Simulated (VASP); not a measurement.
# CuI (Marshite) (F-43m) in VASP: further runs

Runs on CuI (Marshite). Level: r2SCAN. Tasks: single point.

Program: VASP 6.6.1. These are calculated values, not measurements. Logs are shortened: lines on timing, memory, paths and dates and some standing lists are left out, and cuts for length are marked.

**1. The cell of the first run**

The structure is cubic, space group F-43m (No. 216). Conventional cell: a = 6.023 Å, b = 6.023 Å, c = 6.023 Å, α = 90.00°, β = 90.00°, γ = 90.00°. Within 3.4 Å of Cu (site symmetry -43m) lie 4 I at 2.61 Å. I (site symmetry -43m) has 4 Cu at 2.61 Å within 3.4 Å.

**2. Single point, r2SCAN**

POSCAR

```
CuI
1.0
    0.0000000000      3.0117341517      3.0117341517
    3.0117341517      0.0000000000      3.0117341517
    3.0117341517      3.0117341517      0.0000000000
Cu I
1 1
Direct
    0.2500000000      0.2500000000      0.2500000000
    0.0000000000      0.0000000000      0.0000000000
```

INCAR.step1

```
SYSTEM = CuI
PREC = Accurate
ENCUT = 520
ISMEAR = 0
SIGMA = 0.02
LREAL = .FALSE.
LASPH = .TRUE.
NELM = 100
NBANDS = 16
GGA = PE
ALGO = Normal
EDIFF = 1E-4
LWAVE = .TRUE.
LCHARG = .FALSE.
```

INCAR.step2

```
SYSTEM = CuI
PREC = Accurate
ENCUT = 520
EDIFF = 1E-6
ISMEAR = 0
SIGMA = 0.02
LREAL = .FALSE.
LASPH = .TRUE.
NELM = 100
ALGO = Normal
ISIF = 2
LWAVE = .FALSE.
LCHARG = .TRUE.
METAGGA = R2SCAN
LMIXTAU = .TRUE.
LELF = .TRUE.
LVHAR = .TRUE.
NBANDS = 16
ISTART = 1
```

KPOINTS

```
regular mesh
0
G
  8 8 8
  0 0 0
```

Potentials or basis: VASP PAW PBE potentials, release 64 (Cu, I).

The run is started by

```bash
> cat potpaw_PBE.64/Cu/POTCAR potpaw_PBE.64/I/POTCAR > POTCAR
> cp INCAR.step1 INCAR
> mpirun -np 1 vasp_std > vasp.out
> cp INCAR.step2 INCAR
> mpirun -np 1 vasp_std > vasp.out
```

OUTCAR:

```text
SYSTEM = CuI
   PREC = Accurate
   ENCUT = 520
   EDIFF = 1E-6
   ISMEAR = 0
   LREAL = .FALSE.
   LASPH = .TRUE.
   NELM = 100
   ISIF = 2
   METAGGA = R2SCAN
   ISTART = 1

 ion  position               nearest neighbor table
   1  0.250  0.250  0.250-   2 2.61   2 2.61   2 2.61   2 2.61
   2  0.000  0.000  0.000-   1 2.61   1 2.61   1 2.61   1 2.61

  LATTYP: Found a face centered cubic cell.
 ALAT       =     6.0234683034

  Lattice vectors:

 A1 = (   0.0000000000,   3.0117341517,   3.0117341517)
 A2 = (   3.0117341517,   0.0000000000,   3.0117341517)
 A3 = (   3.0117341517,   3.0117341517,   0.0000000000)

Analysis of symmetry for initial positions (statically):
=====================================================================
 Subroutine PRICEL returns:
 Original cell was already a primitive cell.

 Routine SETGRP: Setting up the symmetry group for a
 face centered cubic supercell.

 Subroutine GETGRP returns: Found 24 space group operations
 (whereof 24 operations were pure point group operations)
 out of a pool of 48 trial point group operations.

The static configuration has the point symmetry T_d .

Analysis of symmetry for dynamics (positions and initial velocities):
=====================================================================
 Subroutine PRICEL returns:
 Original cell was already a primitive cell.

 Routine SETGRP: Setting up the symmetry group for a
 face centered cubic supercell.

 Subroutine GETGRP returns: Found 24 space group operations
 (whereof 24 operations were pure point group operations)
 out of a pool of 48 trial point group operations.

The dynamic configuration has the point symmetry T_d .

 Subroutine INISYM returns: Found 24 space group operations
 (whereof 24 operations are pure point group operations),
 and found     1 'primitive' translations

----------------------------------------------------------------------------------------

                                     Primitive cell

  volume of cell :      54.6361

  direct lattice vectors                    reciprocal lattice vectors
     0.000000000  3.011734152  3.011734152    -0.166017309  0.166017309  0.166017309
     3.011734152  0.000000000  3.011734152     0.166017309 -0.166017309  0.166017309
     3.011734152  3.011734152  0.000000000     0.166017309  0.166017309 -0.166017309

  length of vectors
     4.259235284  4.259235284  4.259235284     0.287550415  0.287550415  0.287550415

  position of ions in fractional coordinates (direct lattice)
     0.250000000  0.250000000  0.250000000
     0.000000000  0.000000000  0.000000000

  ion indices of the primitive-cell ions
   primitive index   ion index
                 1           1
                 2           2

----------------------------------------------------------------------------------------

 KPOINTS: regular mesh

Automatic generation of k-mesh.
 Grid dimensions read from file:
 generate k-points for:    8    8    8

 Generating k-lattice:

  Cartesian coordinates                     Fractional coordinates (reciprocal lattice)
    -0.020752164  0.020752164  0.020752164     0.125000000  0.000000000  0.000000000
     0.020752164 -0.020752164  0.020752164     0.000000000  0.125000000  0.000000000
     0.020752164  0.020752164 -0.020752164     0.000000000  0.000000000  0.125000000

  Length of vectors
     0.035943802  0.035943802  0.035943802

  Shift w.r.t. Gamma in fractional coordinates (k-lattice)
     0.000000000  0.000000000  0.000000000

 Subroutine IBZKPT returns following result:
 ===========================================

 Found     29 irreducible k-points:

 Following reciprocal coordinates:
            Coordinates               Weight
  0.000000  0.000000  0.000000      1.000000
  0.125000  0.000000  0.000000      8.000000
  0.250000  0.000000  0.000000      8.000000
  0.375000  0.000000  0.000000      8.000000
  0.500000  0.000000  0.000000      4.000000
  0.125000  0.125000  0.000000      6.000000
[... 16 lines left out ...]
  0.500000  0.250000  0.125000     48.000000
 -0.375000  0.250000  0.125000     24.000000
 [... further k-points ...]
   k-points           NKPTS =     29   k-points in BZ     NKDIM =     29   number of bands    NBANDS=     16
   number of dos      NEDOS =    301   number of ions     NIONS =      2
   total plane-waves  NPLWV =  32768
   dimension x,y,z NGX =    32 NGY =   32 NGZ =   32
   dimension x,y,z NGXF=    64 NGYF=   64 NGZF=   64
   ions per type =               1   1
   NGX,Y,Z   is equivalent  to a cutoff of  12.49, 12.49, 12.49 a.u.
   NGXF,Y,Z  is equivalent  to a cutoff of  24.98, 24.98, 24.98 a.u.
 SYSTEM =  CuI
   PREC   = accura    normal or accurate (medium, high low for compatibility)
   ISTART =      1    job   : 0-new  1-cont  2-samecut
   ICHARG =      0    charge: 1-file 2-atom 10-const
   ISPIN  =      1    spin polarized calculation?
   LNONCOLLINEAR =      F non collinear calculations
   LSORBIT =      F    spin-orbit coupling
   LASPH  =      T    aspherical Exc in radial PAW
   ENCUT  =  520.0 eV  38.22 Ry    6.18 a.u.   7.92  7.92  7.92*2*pi/ulx,y,z
   NELM   =    100;   NELMIN=  2; NELMDL=  0     # of ELM steps
   EDIFF  = 0.1E-05   stopping-criterion for ELM
   LREAL  =      F    real-space projection
   EDIFFG = 0.1E-04   stopping-criterion for IOM
   NSW    =      0    number of steps for IOM
   IBRION =     -1    ionic relax: 0-MD 1-quasi-New 2-CG
   NFREE  =      0    steps in history (QN), initial steepest desc. (CG)
   ISIF   =      2    stress and relaxation
   ISYM   =      2    0-nonsym 1-usesym 2-fastsym
   POTIM  = 0.5000    time-step for ionic-motion
   TEBEG  =    0.0;   TEEND  =   0.0 temperature during run
   PSTRESS=    0.0 pullay stress
   NELECT =      18.0000    total number of electrons
   NUPDOWN=      -1.0000    fix difference up-down
   EMIN   =  10.00;   EMAX   =-10.00  energy-range for DOS
   EFERMI =   0.00;   METHOD = LEGACY
   ISMEAR =     0;   SIGMA  =   0.02  broadening in eV -4-tet -1-fermi 0-gaus
   EFERMI_NEDOS =   21; number of points for ismear=-14 and -15
   IALGO  =     38    algorithm
   IMIX   =      4    mixing-type and parameters
     AMIX     =   0.40;   BMIX     =  1.00
     AMIX_MAG =   1.60;   BMIX_MAG =  1.00
  volume/ion in A,a.u.               =      27.32       184.35
  Fermi-wavevector in a.u.,A,eV,Ry     =   1.130678  2.136672 17.394141  1.278433
  Thomas-Fermi vector in A             =   2.267375
   LORBIT       =      0    0 simple, 1 ext, 2 COOP (PROOUT), +10 PAW based schemes
   METAGGA = R2SCAN    functional components
   LHFCALC =     F    Hartree Fock is set to
   AEXX    =    0.0000 exact exchange contribution
   IVDW    =     0    specifies the selected vdW correction
   LEPSILON=     F    determine dielectric tensor
   LRPA    =     F    only Hartree local field effects (RPA)
 non-spin polarized calculation
 Gauss-broadening in eV      SIGMA  =   0.02
  energy-cutoff  :      520.00
  volume of cell :       54.64
 maximum number of plane-waves:      1480
   NGX = 15   NGY = 15   NGZ = 15

 number of electron      18.0000016 magnetization

 Free energy of the ion-electron system (eV)
  ---------------------------------------------------
  ext. energy  EPLUGINS =         0.00000000
  ---------------------------------------------------
  free energy    TOTEN  =       -35.79549658 eV

  energy without entropy =      -35.79549658  energy(sigma->0) =      -35.79549658

 E-fermi :   4.5780     XC(G=0):  -9.5468

 val. band max:        4.4730961574   @ k =   0.0000   0.0000   0.0000
 cond. band min:       6.1455997045   @ k =   0.0000   0.0000   0.0000
 fundamental gap:      1.6725035471
 Fermi energy:         4.5779852650

 k-point     1 :       0.0000    0.0000    0.0000
  band No.  band energies     occupation
      1     -10.1588      2.00000
      2       0.5828      2.00000
      3       0.5829      2.00000
      4       0.5829      2.00000
      5       2.5560      2.00000
      6       2.5560      2.00000
[... 8 lines left out ...]
     15      14.5044      0.00000
     16      14.5044      0.00000

 k-point     2 :       0.1250    0.0000    0.0000
  band No.  band energies     occupation
      1     -10.0792      2.00000
      2       0.2833      2.00000
      3       0.5885      2.00000
      4       0.5885      2.00000
      5       2.5495      2.00000
      6       2.5495      2.00000
[... 8 lines left out ...]
     15      13.8126      0.00000
     16      13.9406      0.00000

 k-point     3 :       0.2500    0.0000    0.0000
  band No.  band energies     occupation
      1      -9.8748      2.00000
      2      -0.4409      2.00000
      3       0.5990      2.00000
      4       0.5991      2.00000
      5       2.5461      2.00000
      6       2.5462      2.00000
[... 8 lines left out ...]
     15      13.6135      0.00000
     16      13.8267      0.00000

 k-point     4 :       0.3750    0.0000    0.0000
  band No.  band energies     occupation
      1      -9.6494      2.00000
      2      -1.1532      2.00000
      3       0.6046      2.00000
      4       0.6047      2.00000
      5       2.5663      2.00000
      6       2.5664      2.00000
[... 8 lines left out ...]
     15      14.6113      0.00000
     16      14.6114      0.00000
[... 324 lines left out ...]
 k-point    22 :       0.3750    0.2500    0.1250
  band No.  band energies     occupation
      1      -9.7157      2.00000
      2      -0.6432      2.00000
      3       0.3477      2.00000
      4       0.5804      2.00000
      5       2.4814      2.00000
      6       2.5956      2.00000
[... 8 lines left out ...]
     15      15.3164      0.00000
     16      16.4377      0.00000

 k-point    23 :       0.5000    0.2500    0.1250
  band No.  band energies     occupation
      1      -9.5282      2.00000
      2      -1.0054      2.00000
      3       0.1132      2.00000
      4       0.5634      2.00000
      5       2.5041      2.00000
      6       2.5689      2.00000
[... 8 lines left out ...]
     15      15.7491      0.00000
     16      16.5214      0.00000

 k-point    24 :      -0.3750    0.2500    0.1250
  band No.  band energies     occupation
      1      -9.4456      2.00000
      2      -1.1625      2.00000
      3       0.0133      2.00000
      4       0.5484      2.00000
      5       2.4797      2.00000
      6       2.5655      2.00000
[... 8 lines left out ...]
     15      15.7511      0.00000
     16      16.4404      0.00000

 [... further k-points ...]
[... 5 lines left out ...]
  --------------------------------------------------------------------------------------
  -------------------------------------------------------------------------------------
  Total       -0.0181833     -0.0181833     -0.0181833     -0.0000000      0.0000000      0.0000000
  in kB       -0.5332168     -0.5332168     -0.5332168     -0.0000000      0.0000000      0.0000000
  external PRESSURE =      -0.5332168 kB  Pullay stress =       0.0000000 kB

 VOLUME and BASIS-vectors are now :
 -----------------------------------------------------------------------------
  energy-cutoff  :      520.00
  volume of cell :       54.64
      direct lattice vectors                 reciprocal lattice vectors
     0.000000000  3.011734152  3.011734152    -0.166017309  0.166017309  0.166017309
     3.011734152  0.000000000  3.011734152     0.166017309 -0.166017309  0.166017309
     3.011734152  3.011734152  0.000000000     0.166017309  0.166017309 -0.166017309

 POSITION                                       TOTAL-FORCE (eV/Angst)
 -----------------------------------------------------------------------------------
      1.50587      1.50587      1.50587         0.000000      0.000000      0.000000
      0.00000      0.00000      0.00000        -0.000000     -0.000000     -0.000000
 -----------------------------------------------------------------------------------
    total drift:                               -0.000010     -0.000010     -0.000010

  FREE ENERGIE OF THE ION-ELECTRON SYSTEM (eV)
  ---------------------------------------------------
  free  energy   TOTEN  =       -35.7954965763 eV

  energy  without entropy=      -35.7954965763  energy(sigma->0) =      -35.79549658
```

Wall time 60 s (1 thread of Intel Xeon Platinum 8488C (Sapphire Rapids), shared host); peak memory 0.2 GiB.

Results:

```yaml
Free_energy: -35.7955 eV
Pressure: -0.1 GPa
Band_gap_on_the_k_mesh: 1.67 eV, direct
```

Levels at points of the mesh, in eV from the valence-band top:
```tsv
k point	band 5	band 6	band 7	band 8	band 9	band 10	band 11	band 12	band 13	band 14
(0.00, 0.00, 0.00)	-1.92	-1.92	0.00	0.00	0.00	1.67	5.22	5.22	5.22	8.68
(0.50, 0.00, 0.00)	-1.89	-1.89	-1.85	-0.74	-0.74	2.57	5.73	5.73	7.75	9.76
(0.50, 0.50, 0.00)	-1.96	-1.84	-1.82	-1.57	-1.57	2.90	3.17	9.94	10.51	10.51
```

Caveat: the PAW data sets were made with another functional, which shifts forces and pressure a little; spin-orbit coupling is left out, which moves the levels of the heavy elements. r2SCAN opens gaps a little over a GGA but as a rule still falls short of measured ones.

(Part 1 of 2 ends here.)
